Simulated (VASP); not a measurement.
# ZnS (F-43m) in VASP: notebook

ZnS is run at these levels: r2SCAN; tasks: single point.

Program: VASP 6.6.1. These are calculated values, not measurements. Logs are shortened: lines on timing, memory, paths and dates and some standing lists are left out, and cuts for length are marked.

### 1 The cell of the first run

The structure is cubic, space group F-43m (No. 216). Conventional cell: a = 5.227 Å, b = 5.227 Å, c = 5.227 Å, α = 90.00°, β = 90.00°, γ = 90.00°. Zn (site symmetry -43m) has 4 S at 2.26 Å within 3.0 Å. S (site symmetry -43m) has 4 Zn at 2.26 Å within 3.0 Å.

### 2 Single point, r2SCAN (strain -0.030 along x and y, -0.030 along z)

File POSCAR:

```
ZnS
1.0
    0.0000000000      2.6136777993      2.6136777993
    2.6136777993      0.0000000000      2.6136777993
    2.6136777993      2.6136777993      0.0000000000
Zn S
1 1
Direct
    0.0000000000      0.0000000000      0.0000000000
    0.7500000000      0.7500000000      0.7500000000
```

File INCAR.step1:

```
SYSTEM = ZnS
PREC = Accurate
ENCUT = 520
ISMEAR = 0
SIGMA = 0.05
LREAL = .False.
LASPH = .True.
NELM = 60
NBANDS = 16
GGA = PE
ALGO = Normal
EDIFF = 1E-4
LWAVE = .True.
LCHARG = .False.
```

File INCAR.step2:

```
SYSTEM = ZnS
PREC = Accurate
ENCUT = 520
EDIFF = 1E-7
ISMEAR = 0
SIGMA = 0.05
LREAL = .False.
LASPH = .True.
NELM = 60
ALGO = Normal
ISIF = 2
LWAVE = .False.
LCHARG = .True.
METAGGA = R2SCAN
LMIXTAU = .True.
LELF = .True.
LVHAR = .True.
NBANDS = 16
ISTART = 1
```

File KPOINTS:

```
Automatic mesh
0
Gamma
  8 8 8
  0 0 0
```

Potentials or basis: VASP PAW PBE potentials, release 64 (Zn, S).

The run is started by

```console
cat potpaw_PBE.64/Zn/POTCAR potpaw_PBE.64/S/POTCAR > POTCAR
cp INCAR.step1 INCAR
mpirun -np 1 vasp_std > vasp.out
cp INCAR.step2 INCAR
mpirun -np 1 vasp_std > vasp.out
```

OUTCAR:

```text
SYSTEM = ZnS
   PREC = Accurate
   ENCUT = 520
   EDIFF = 1E-7
   ISMEAR = 0
   LREAL = .False.
   LASPH = .True.
   NELM = 60
   ISIF = 2
   METAGGA = R2SCAN
   ISTART = 1

 ion  position               nearest neighbor table
   1  0.000  0.000  0.000-   2 2.26   2 2.26   2 2.26   2 2.26
   2  0.750  0.750  0.750-   1 2.26   1 2.26   1 2.26   1 2.26

  LATTYP: Found a face centered cubic cell.
 ALAT       =     5.2273555986

  Lattice vectors:

 A1 = (   0.0000000000,   2.6136777993,   2.6136777993)
 A2 = (   2.6136777993,   0.0000000000,   2.6136777993)
 A3 = (   2.6136777993,   2.6136777993,   0.0000000000)

Analysis of symmetry for initial positions (statically):
=====================================================================
 Subroutine PRICEL returns:
 Original cell was already a primitive cell.

 Routine SETGRP: Setting up the symmetry group for a
 face centered cubic supercell.

 Subroutine GETGRP returns: Found 24 space group operations
 (whereof 24 operations were pure point group operations)
 out of a pool of 48 trial point group operations.

The static configuration has the point symmetry T_d .

Analysis of symmetry for dynamics (positions and initial velocities):
=====================================================================
 Subroutine PRICEL returns:
 Original cell was already a primitive cell.

 Routine SETGRP: Setting up the symmetry group for a
 face centered cubic supercell.

 Subroutine GETGRP returns: Found 24 space group operations
 (whereof 24 operations were pure point group operations)
 out of a pool of 48 trial point group operations.

The dynamic configuration has the point symmetry T_d .

 Subroutine INISYM returns: Found 24 space group operations
 (whereof 24 operations are pure point group operations),
 and found     1 'primitive' translations

----------------------------------------------------------------------------------------

                                     Primitive cell

  volume of cell :      35.7097

  direct lattice vectors                    reciprocal lattice vectors
     0.000000000  2.613677799  2.613677799    -0.191301315  0.191301315  0.191301315
     2.613677799  0.000000000  2.613677799     0.191301315 -0.191301315  0.191301315
     2.613677799  2.613677799  0.000000000     0.191301315  0.191301315 -0.191301315

  length of vectors
     3.696298591  3.696298591  3.696298591     0.331343597  0.331343597  0.331343597

  position of ions in fractional coordinates (direct lattice)
     0.000000000  0.000000000  0.000000000
     0.750000000  0.750000000  0.750000000

  ion indices of the primitive-cell ions
   primitive index   ion index
                 1           1
                 2           2

----------------------------------------------------------------------------------------

 KPOINTS: Automatic mesh

Automatic generation of k-mesh.
 Grid dimensions read from file:
 generate k-points for:    8    8    8

 Generating k-lattice:

  Cartesian coordinates                     Fractional coordinates (reciprocal lattice)
    -0.023912664  0.023912664  0.023912664     0.125000000  0.000000000  0.000000000
     0.023912664 -0.023912664  0.023912664     0.000000000  0.125000000  0.000000000
     0.023912664  0.023912664 -0.023912664     0.000000000  0.000000000  0.125000000

  Length of vectors
     0.041417950  0.041417950  0.041417950

  Shift w.r.t. Gamma in fractional coordinates (k-lattice)
     0.000000000  0.000000000  0.000000000

 Subroutine IBZKPT returns following result:
 ===========================================

 Found     29 irreducible k-points:

 Following reciprocal coordinates:
            Coordinates               Weight
  0.000000  0.000000  0.000000      1.000000
  0.125000  0.000000  0.000000      8.000000
  0.250000  0.000000  0.000000      8.000000
  0.375000  0.000000  0.000000      8.000000
  0.500000  0.000000  0.000000      4.000000
  0.125000  0.125000  0.000000      6.000000
[... 16 lines left out ...]
  0.500000  0.250000  0.125000     48.000000
 -0.375000  0.250000  0.125000     24.000000
 [... further k-points ...]
   k-points           NKPTS =     29   k-points in BZ     NKDIM =     29   number of bands    NBANDS=     16
   number of dos      NEDOS =    301   number of ions     NIONS =      2
   total plane-waves  NPLWV =  21952
   dimension x,y,z NGX =    28 NGY =   28 NGZ =   28
   dimension x,y,z NGXF=    56 NGYF=   56 NGZF=   56
   ions per type =               1   1
   NGX,Y,Z   is equivalent  to a cutoff of  12.59, 12.59, 12.59 a.u.
   NGXF,Y,Z  is equivalent  to a cutoff of  25.19, 25.19, 25.19 a.u.
 SYSTEM =  ZnS
   PREC   = accura    normal or accurate (medium, high low for compatibility)
   ISTART =      1    job   : 0-new  1-cont  2-samecut
   ICHARG =      0    charge: 1-file 2-atom 10-const
   ISPIN  =      1    spin polarized calculation?
   LNONCOLLINEAR =      F non collinear calculations
   LSORBIT =      F    spin-orbit coupling
   LASPH  =      T    aspherical Exc in radial PAW
   ENCUT  =  520.0 eV  38.22 Ry    6.18 a.u.   6.87  6.87  6.87*2*pi/ulx,y,z
   NELM   =     60;   NELMIN=  2; NELMDL=  0     # of ELM steps
   EDIFF  = 0.1E-06   stopping-criterion for ELM
   LREAL  =      F    real-space projection
   EDIFFG = 0.1E-05   stopping-criterion for IOM
   NSW    =      0    number of steps for IOM
   IBRION =     -1    ionic relax: 0-MD 1-quasi-New 2-CG
   NFREE  =      0    steps in history (QN), initial steepest desc. (CG)
   ISIF   =      2    stress and relaxation
   ISYM   =      2    0-nonsym 1-usesym 2-fastsym
   POTIM  = 0.5000    time-step for ionic-motion
   TEBEG  =    0.0;   TEEND  =   0.0 temperature during run
   PSTRESS=    0.0 pullay stress
   NELECT =      18.0000    total number of electrons
   NUPDOWN=      -1.0000    fix difference up-down
   EMIN   =  10.00;   EMAX   =-10.00  energy-range for DOS
   EFERMI =   0.00;   METHOD = LEGACY
   ISMEAR =     0;   SIGMA  =   0.05  broadening in eV -4-tet -1-fermi 0-gaus
   EFERMI_NEDOS =   21; number of points for ismear=-14 and -15
   IALGO  =     38    algorithm
   IMIX   =      4    mixing-type and parameters
     AMIX     =   0.40;   BMIX     =  1.00
     AMIX_MAG =   1.60;   BMIX_MAG =  1.00
  volume/ion in A,a.u.               =      17.85       120.49
  Fermi-wavevector in a.u.,A,eV,Ry     =   1.302878  2.462082 23.095754  1.697490
  Thomas-Fermi vector in A             =   2.433917
   LORBIT       =      0    0 simple, 1 ext, 2 COOP (PROOUT), +10 PAW based schemes
   METAGGA = R2SCAN    functional components
   LHFCALC =     F    Hartree Fock is set to
   AEXX    =    0.0000 exact exchange contribution
   IVDW    =     0    specifies the selected vdW correction
   LEPSILON=     F    determine dielectric tensor
   LRPA    =     F    only Hartree local field effects (RPA)
 non-spin polarized calculation
 Gauss-broadening in eV      SIGMA  =   0.05
  energy-cutoff  :      520.00
  volume of cell :       35.71
 maximum number of plane-waves:       982
   NGX = 13   NGY = 13   NGZ = 13

 number of electron      17.9999988 magnetization

 Free energy of the ion-electron system (eV)
  ---------------------------------------------------
  ext. energy  EPLUGINS =         0.00000000
  ---------------------------------------------------
  free energy    TOTEN  =       -18.78023976 eV

  energy without entropy =      -18.78023976  energy(sigma->0) =      -18.78023976

 E-fermi :   3.1062     XC(G=0): -10.7998

 val. band max:        2.8281402920   @ k =   0.0000   0.0000   0.0000
 cond. band min:       5.9816015891   @ k =   0.0000   0.0000   0.0000
 fundamental gap:      3.1534612972
 Fermi energy:         3.1061998660

 k-point     1 :       0.0000    0.0000    0.0000
  band No.  band energies     occupation
      1     -11.6225      2.00000
      2      -4.1339      2.00000
      3      -4.1339      2.00000
      4      -4.1339      2.00000
      5      -3.4510      2.00000
      6      -3.4510      2.00000
[... 8 lines left out ...]
     15      15.2312      0.00000
     16      15.9922      0.00000

 k-point     2 :       0.1250    0.0000    0.0000
  band No.  band energies     occupation
      1     -11.4811      2.00000
      2      -4.1399      2.00000
      3      -4.1068      2.00000
      4      -4.1068      2.00000
      5      -3.4533      2.00000
      6      -3.4533      2.00000
[... 8 lines left out ...]
     15      14.5813      0.00000
     16      16.7225      0.00000

 k-point     3 :       0.2500    0.0000    0.0000
  band No.  band energies     occupation
      1     -11.1088      2.00000
      2      -4.1080      2.00000
      3      -4.0467      2.00000
      4      -4.0467      2.00000
      5      -3.4496      2.00000
      6      -3.4495      2.00000
[... 8 lines left out ...]
     15      14.3975      0.00000
     16      15.9596      0.00000

 k-point     4 :       0.3750    0.0000    0.0000
  band No.  band energies     occupation
      1     -10.6789      2.00000
      2      -3.9981      2.00000
      3      -3.9980      2.00000
      4      -3.8922      2.00000
      5      -3.4280      2.00000
      6      -3.4279      2.00000
[... 8 lines left out ...]
     15      15.6996      0.00000
     16      15.7062      0.00000

 k-point     5 :       0.5000    0.0000    0.0000
  band No.  band energies     occupation
      1     -10.4781      2.00000
      2      -3.9824      2.00000
      3      -3.9823      2.00000
      4      -3.4125      2.00000
      5      -3.4124      2.00000
      6      -3.3485      2.00000
[... 8 lines left out ...]
     15      17.1387      0.00000
     16      17.1388      0.00000

 k-point     6 :       0.1250    0.1250    0.0000
  band No.  band energies     occupation
      1     -11.4339      2.00000
      2      -4.1665      2.00000
      3      -4.0846      2.00000
      4      -4.0846      2.00000
      5      -3.4735      2.00000
      6      -3.4361      2.00000
[... 8 lines left out ...]
     15      15.4474      0.00000
     16      17.4051      0.00000

 k-point     7 :       0.2500    0.1250    0.0000
  band No.  band energies     occupation
      1     -11.1374      2.00000
      2      -4.1698      2.00000
      3      -4.0236      2.00000
      4      -4.0217      2.00000
      5      -3.4848      2.00000
      6      -3.4226      2.00000
[... 8 lines left out ...]
     15      15.4447      0.00000
     16      17.6047      0.00000

 k-point     8 :       0.3750    0.1250    0.0000
  band No.  band energies     occupation
      1     -10.7196      2.00000
      2      -4.0707      2.00000
      3      -3.9638      2.00000
      4      -3.9304      2.00000
      5      -3.4550      2.00000
      6      -3.4075      2.00000
[... 8 lines left out ...]
     15      16.3569      0.00000
     16      16.9432      0.00000

 k-point     9 :       0.5000    0.1250    0.0000
  band No.  band energies     occupation
      1     -10.4292      2.00000
      2      -3.9917      2.00000
      3      -3.9420      2.00000
      4      -3.6063      2.00000
      5      -3.4082      2.00000
      6      -3.3070      2.00000
[... 8 lines left out ...]
     15      17.1630      0.00000
     16      17.6144      0.00000
[... 172 lines left out ...]
 k-point    19 :       0.5000    0.3750    0.0000
  band No.  band energies     occupation
      1     -10.1552      2.00000
      2      -4.1852      2.00000
      3      -3.7288      2.00000
      4      -3.7012      2.00000
      5      -3.3673      2.00000
      6      -3.2354      2.00000
[... 8 lines left out ...]
     15      17.4390      0.00000
     16      18.9722      0.00000

 k-point    20 :      -0.3750    0.3750    0.0000
  band No.  band energies     occupation
      1     -10.1185      2.00000
      2      -4.0686      2.00000
      3      -3.7648      2.00000
      4      -3.6051      2.00000
      5      -3.4052      2.00000
      6      -3.0227      2.00000
[... 8 lines left out ...]
     15      16.1197      0.00000
     16      20.2415      0.00000

 k-point    21 :       0.5000    0.5000    0.0000
  band No.  band energies     occupation
      1     -10.0890      2.00000
      2      -4.2439      2.00000
      3      -3.6832      2.00000
      4      -3.6832      2.00000
      5      -3.3492      2.00000
      6      -3.2001      2.00000
[... 8 lines left out ...]
     15      17.3130      0.00000
     16      18.4271      0.00000

 k-point    22 :       0.3750    0.2500    0.1250
  band No.  band energies     occupation
      1     -10.8146      2.00000
      2      -4.1420      2.00000
      3      -3.9658      2.00000
      4      -3.9369      2.00000
      5      -3.4848      2.00000
      6      -3.4013      2.00000
[... 8 lines left out ...]
     15      16.5429      0.00000
     16      19.1340      0.00000

 k-point    23 :       0.5000    0.2500    0.1250
  band No.  band energies     occupation
      1     -10.4528      2.00000
      2      -4.0151      2.00000
      3      -3.9270      2.00000
      4      -3.7795      2.00000
      5      -3.4339      2.00000
      6      -3.3763      2.00000
[... 8 lines left out ...]
     15      17.8346      0.00000
     16      18.3376      0.00000

 k-point    24 :      -0.3750    0.2500    0.1250
  band No.  band energies     occupation
      1     -10.2887      2.00000
      2      -3.9800      2.00000
      3      -3.8963      2.00000
      4      -3.5581      2.00000
      5      -3.4403      2.00000
      6      -3.1398      2.00000
[... 8 lines left out ...]
     15      17.3525      0.00000
     16      18.3599      0.00000

 [... further k-points ...]
[... 5 lines left out ...]
  --------------------------------------------------------------------------------------
  -------------------------------------------------------------------------------------
  Total        1.9664102      1.9664102      1.9664102      0.0000000      0.0000000      0.0000000
  in kB       88.2263984     88.2263984     88.2263984      0.0000000      0.0000000      0.0000000
  external PRESSURE =      88.2263984 kB  Pullay stress =       0.0000000 kB

 VOLUME and BASIS-vectors are now :
 -----------------------------------------------------------------------------
  energy-cutoff  :      520.00
  volume of cell :       35.71
      direct lattice vectors                 reciprocal lattice vectors
     0.000000000  2.613677799  2.613677799    -0.191301315  0.191301315  0.191301315
     2.613677799  0.000000000  2.613677799     0.191301315 -0.191301315  0.191301315
     2.613677799  2.613677799  0.000000000     0.191301315  0.191301315 -0.191301315

 POSITION                                       TOTAL-FORCE (eV/Angst)
 -----------------------------------------------------------------------------------
      0.00000      0.00000      0.00000        -0.000000     -0.000000     -0.000000
      3.92052      3.92052      3.92052         0.000000      0.000000      0.000000
 -----------------------------------------------------------------------------------
    total drift:                               -0.000033     -0.000033     -0.000033

  FREE ENERGIE OF THE ION-ELECTRON SYSTEM (eV)
  ---------------------------------------------------
  free  energy   TOTEN  =       -18.7802397562 eV

  energy  without entropy=      -18.7802397562  energy(sigma->0) =      -18.78023976
```

Wall time 95 s (1 thread of AMD EPYC 7R43 (Zen 3), shared host); peak memory 0.13 GiB.

Results:

```yaml
Free_energy: -18.7802 eV
Pressure: 8.8 GPa
Band_gap_on_the_k_mesh: 3.15 eV, direct
```

Levels at points of the mesh, in eV from the valence-band top:
```tsv
k point	band 7	band 8	band 9	band 10	band 11	band 12
(0.00, 0.00, 0.00)	0.00	0.00	0.00	3.15	6.80	6.80
(0.50, 0.00, 0.00)	-5.99	-1.05	-1.05	4.01	7.30	7.30
(0.50, 0.50, 0.00)	-5.03	-2.68	-2.68	3.49	4.43	12.59
```

Caveat: the cell differs from its parent crystal (strain -0.030 along x and y, -0.030 along z); the PAW data sets were made with another functional, which shifts forces and pressure a little.

### 3 Single point, r2SCAN (strain -0.015 along x and y, -0.015 along z)

File POSCAR:

```
ZnS
1.0
    0.0000000000      2.6540954973      2.6540954973
    2.6540954973      0.0000000000      2.6540954973
    2.6540954973      2.6540954973      0.0000000000
Zn S
1 1
Direct
    0.0000000000      0.0000000000      0.0000000000
    0.7500000000      0.7500000000      0.7500000000
```

File INCAR.step1:

```
ALGO = Normal ; EDIFF = 1E-4
ENCUT = 520 ; GGA = PE
ISMEAR = 0 ; LASPH = True
LCHARG = False ; LREAL = False
LWAVE = True ; NBANDS = 16
NELM = 80 ; PREC = Accurate
SIGMA = 0.05
```

File INCAR.step2:

```
ALGO = Normal ; EDIFF = 1E-6
ENCUT = 520 ; ISIF = 2
ISMEAR = 0 ; ISTART = 1
LASPH = True ; LCHARG = False
LMIXTAU = True ; LREAL = False
LWAVE = False ; METAGGA = R2SCAN
NBANDS = 16 ; NELM = 80
PREC = Accurate ; SIGMA = 0.05
```

File KPOINTS:

```
k-points
0
Gamma
  8 8 8
```

Potentials or basis: VASP PAW PBE potentials, release 64 (Zn, S).

The run is started by

```console
cat potpaw_PBE.64/Zn/POTCAR potpaw_PBE.64/S/POTCAR > POTCAR
cp INCAR.step1 INCAR
mpirun -np 1 vasp_std > vasp.out
cp INCAR.step2 INCAR
mpirun -np 1 vasp_std > vasp.out
```

Run time: 87 s. Hardware: 1 thread of AMD EPYC 7R43 (Zen 3), shared host; peak memory 0.13 GiB.

Results (log left out):

| Quantity | Value |
| --- | --- |
| Free energy | -18.8460 eV |
| Pressure | 4.0 GPa |
| Band gap on the k mesh | 2.93 eV, direct |

Levels at points of the mesh, in eV from the valence-band top:
```
           k point  band 7  band 8  band 9  band 10  band 11  band 12
(0.00, 0.00, 0.00)    0.00    0.00    0.00     2.93     6.85     6.85
(0.50, 0.00, 0.00)   -5.76   -0.97   -0.97     3.92     7.35     7.35
(0.50, 0.50, 0.00)   -4.83   -2.49   -2.49     3.60     4.46    12.20
```

Caveat: the cell differs from its parent crystal (strain -0.015 along x and y, -0.015 along z); the PAW data sets were made with another functional, which shifts forces and pressure a little.

[end of part 1 of 2]
